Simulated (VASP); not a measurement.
# LiF (P6_3mc) in VASP: single point with PBEsol+D3(BJ)

Aim: the single point of LiF with PBEsol+D3(BJ).

Everything below comes from runs of VASP 6.6.1. Logs are shortened: lines on timing, memory, paths and dates and some standing lists are left out, and cuts for length are marked.

## Step 1: The cell of the first run

Symmetry: P6_3mc, No. 186, hexagonal system. Conventional cell: a = 3.061 Å, b = 3.061 Å, c = 4.807 Å, α = 90.00°, β = 90.00°, γ = 120.00°. Within 2.5 Å of Li (site symmetry 3m) lie 4 F at 1.85 to 1.86 Å. F (site symmetry 3m) has 4 Li at 1.85 to 1.86 Å within 2.5 Å.

## Step 2: Single point, PBEsol+D3(BJ)

Input file INCAR:

```
SYSTEM = LiF
PREC     = Accurate       ! precision mode
ENCUT    = 750            ! plane-wave cutoff, eV
EDIFF    = 1E-6           ! SCF threshold, eV
ISMEAR   = -1             ! smearing method
SIGMA    = 0.02           ! smearing width, eV
LREAL    = .FALSE.        ! projectors in reciprocal space
LASPH    = .TRUE.         ! aspherical terms in the spheres
NELM     = 120            ! most SCF steps
ALGO     = Normal         ! electronic algorithm
ISIF     = 2              ! what is computed and relaxed
LWAVE    = .FALSE.        ! write WAVECAR
LCHARG   = .FALSE.        ! write CHGCAR
GGA      = PS             ! functional
IVDW     = 12             ! dispersion correction
NBANDS   = 18             ! bands
GGA_COMPAT= .FALSE.
```

Input file KPOINTS:

```
regular mesh
0
G
  7 7 4
  0 0 0
```

Input file POSCAR:

```
LiF
1.0
    3.0609398200      0.0000000000      0.0000000000
   -1.5304699100      2.6508516400      0.0000000000
    0.0000000000      0.0000000000      4.8073245700
Li F
2 2
Direct
    0.3333333293      0.6666666717      0.3811542602
    0.6666666674      0.3333333283      0.8811542592
    0.3333333293      0.6666666717      0.9938437400
    0.6666666674      0.3333333283      0.4938437410
```

Potentials or basis: VASP PAW PBE potentials, release 64 (Li_sv, F).

The run is started by

```console
> cat potpaw_PBE.64/Li_sv/POTCAR potpaw_PBE.64/F/POTCAR > POTCAR
> mpirun -np 1 vasp_std > vasp.out
```

OUTCAR:

```text
SYSTEM = LiF
   PREC = Accurate
   ENCUT = 750
   EDIFF = 1E-6
   ISMEAR = -1
   LREAL = .FALSE.
   LASPH = .TRUE.
   NELM = 120
   ISIF = 2
   GGA = PS
   IVDW = 12
 IVDW          = 12

 ion  position               nearest neighbor table
   1  0.333  0.667  0.381-   4 1.85   4 1.85   4 1.85   3 1.86
   2  0.667  0.333  0.881-   3 1.85   3 1.85   3 1.85   4 1.86
   3  0.333  0.667  0.994-   2 1.85   2 1.85   2 1.85   1 1.86
   4  0.667  0.333  0.494-   1 1.85   1 1.85   1 1.85   2 1.86

  LATTYP: Found a hexagonal cell.
 ALAT       =     3.0609398200
 C/A-ratio  =     1.5705387406

  Lattice vectors:

 A1 = (   3.0609398200,   0.0000000000,   0.0000000000)
 A2 = (  -1.5304699100,   2.6508516400,   0.0000000000)
 A3 = (   0.0000000000,   0.0000000000,   4.8073245700)

Analysis of symmetry for initial positions (statically):
=====================================================================
 Subroutine PRICEL returns:
 Original cell was already a primitive cell.

 Routine SETGRP: Setting up the symmetry group for a
 hexagonal supercell.

 Subroutine GETGRP returns: Found 12 space group operations
 (whereof  6 operations were pure point group operations)
 out of a pool of 24 trial point group operations.

The static configuration has the point symmetry C_3v.
 The point group associated with its full space group is C_6v.

Analysis of symmetry for dynamics (positions and initial velocities):
=====================================================================
 Subroutine PRICEL returns:
 Original cell was already a primitive cell.

 Routine SETGRP: Setting up the symmetry group for a
 hexagonal supercell.

 Subroutine GETGRP returns: Found 12 space group operations
 (whereof  6 operations were pure point group operations)
 out of a pool of 24 trial point group operations.

The dynamic configuration has the point symmetry C_3v.
 The point group associated with its full space group is C_6v.

 Subroutine INISYM returns: Found 12 space group operations
 (whereof  6 operations are pure point group operations),
 and found     1 'primitive' translations

----------------------------------------------------------------------------------------

                                     Primitive cell

  volume of cell :      39.0071

[... 89 lines left out ...]
   ENCUT  =  750.0 eV  55.12 Ry    7.42 a.u.   6.84  6.84 10.73*2*pi/ulx,y,z
   NELM   =    120;   NELMIN=  2; NELMDL= -5     # of ELM steps
   EDIFF  = 0.1E-05   stopping-criterion for ELM
   LREAL  =      F    real-space projection
   EDIFFG = 0.1E-04   stopping-criterion for IOM
   NSW    =      0    number of steps for IOM
   IBRION =     -1    ionic relax: 0-MD 1-quasi-New 2-CG
   NFREE  =      0    steps in history (QN), initial steepest desc. (CG)
   ISIF   =      2    stress and relaxation
   ISYM   =      2    0-nonsym 1-usesym 2-fastsym
   POTIM  = 0.5000    time-step for ionic-motion
   TEBEG  =    0.0;   TEEND  =   0.0 temperature during run
   PSTRESS=    0.0 pullay stress
   NELECT =      20.0000    total number of electrons
   NUPDOWN=      -1.0000    fix difference up-down
   EMIN   =  10.00;   EMAX   =-10.00  energy-range for DOS
   EFERMI =   0.00;   METHOD = LEGACY
   ISMEAR =    -1;   SIGMA  =   0.02  broadening in eV -4-tet -1-fermi 0-gaus
   EFERMI_NEDOS =   21; number of points for ismear=-14 and -15
   IALGO  =     38    algorithm
   IMIX   =      4    mixing-type and parameters
     AMIX     =   0.40;   BMIX     =  1.00
     AMIX_MAG =   1.60;   BMIX_MAG =  1.00
  volume/ion in A,a.u.               =       9.75        65.81
  Fermi-wavevector in a.u.,A,eV,Ry     =   1.310299  2.476105 23.359603  1.716882
  Thomas-Fermi vector in A             =   2.440838
   LORBIT       =      0    0 simple, 1 ext, 2 COOP (PROOUT), +10 PAW based schemes
   GGA     = PS    functional components
   LHFCALC =     F    Hartree Fock is set to
   AEXX    =    0.0000 exact exchange contribution
   IVDW    =    12    specifies the selected vdW correction
   LEPSILON=     F    determine dielectric tensor
   LRPA    =     F    only Hartree local field effects (RPA)
 non-spin polarized calculation
  energy-cutoff  :      750.00
  volume of cell :       39.01
 maximum number of plane-waves:      1846
 NGX is ok and might be reduce to    28
   NGX = 13   NGY = 13   NGZ = 21

 number of electron      19.9999993 magnetization

 Free energy of the ion-electron system (eV)
  ---------------------------------------------------
  ext. energy  EPLUGINS =         0.00000000
  ---------------------------------------------------
  free energy    TOTEN  =       -19.61224688 eV

  energy without entropy =      -19.61224688  energy(sigma->0) =      -19.61224688

 E-fermi :  -2.0256     XC(G=0):  -9.1139

 val. band max:       -2.4744091065   @ k =   0.0000   0.0000   0.0000
 cond. band min:       5.2605915682   @ k =   0.0000   0.0000   0.0000
 fundamental gap:      7.7350006747
 Fermi energy:        -2.0256163488

 k-point     1 :       0.0000    0.0000    0.0000
  band No.  band energies     occupation
      1     -42.1712      2.00000
      2     -42.1231      2.00000
      3     -21.8190      2.00000
      4     -21.5735      2.00000
      5      -4.7232      2.00000
      6      -2.9520      2.00000
[... 481 lines left out ...]
      5      -4.1353      2.00000
      6      -4.1353      2.00000
[... 10 lines left out ...]
     17      18.3954      0.00000
     18      18.3954      0.00000

------------------------ aborting loop because EDIFF is reached ----------------------------------------

 Edisp (eV)   -0.48171

 E8    (eV) :    -0.2845

  FORCE on cell =-STRESS in cart. coord.  units (eV):
  Direction    XX          YY          ZZ          XY          YZ          ZX
  --------------------------------------------------------------------------------------
  -------------------------------------------------------------------------------------
  Total      -0.13142    -0.13142    -0.27759     0.00000     0.00000     0.00000
  in kB      -5.39804    -5.39804   -11.40176     0.00000     0.00000     0.00000
  external pressure =       -7.40 kB  Pullay stress =        0.00 kB

 VOLUME and BASIS-vectors are now :
 -----------------------------------------------------------------------------
  energy-cutoff  :      750.00
  volume of cell :       39.01
      direct lattice vectors                 reciprocal lattice vectors
     3.060939820  0.000000000  0.000000000     0.326697047  0.188618628  0.000000000
    -1.530469910  2.650851640  0.000000000     0.000000000  0.377237256  0.000000000
     0.000000000  0.000000000  4.807324570     0.000000000  0.000000000  0.208015911

 POSITION                                       TOTAL-FORCE (eV/Angst)
 -----------------------------------------------------------------------------------
     -0.00000      1.76723      1.83233         0.000000     -0.000000     -0.001242
      1.53047      0.88362      4.23599        -0.000000      0.000000     -0.001242
     -0.00000      1.76723      4.77773         0.000000      0.000000      0.001242
      1.53047      0.88362      2.37407        -0.000000      0.000000      0.001242
 -----------------------------------------------------------------------------------
    total drift:                                0.000027     -0.000009     -0.000977

  FREE ENERGIE OF THE ION-ELECTRON SYSTEM (eV)
  ---------------------------------------------------
  free  energy   TOTEN  =       -20.0939599402 eV

  energy  without entropy=      -20.0939599402  energy(sigma->0) =      -20.09395994
```

Wall time 74 s (1 thread of Intel Xeon 8259CL, shared host); peak memory 0.19 GiB.

What came out:

```
Free energy                : -20.0940 eV
Pressure                   : -0.7 GPa
Band gap on the k mesh     : 7.74 eV, direct
Dispersion energy per atom : -0.120 eV
```

Caveat: the PAW data sets were made with another functional, which shifts forces and pressure a little.
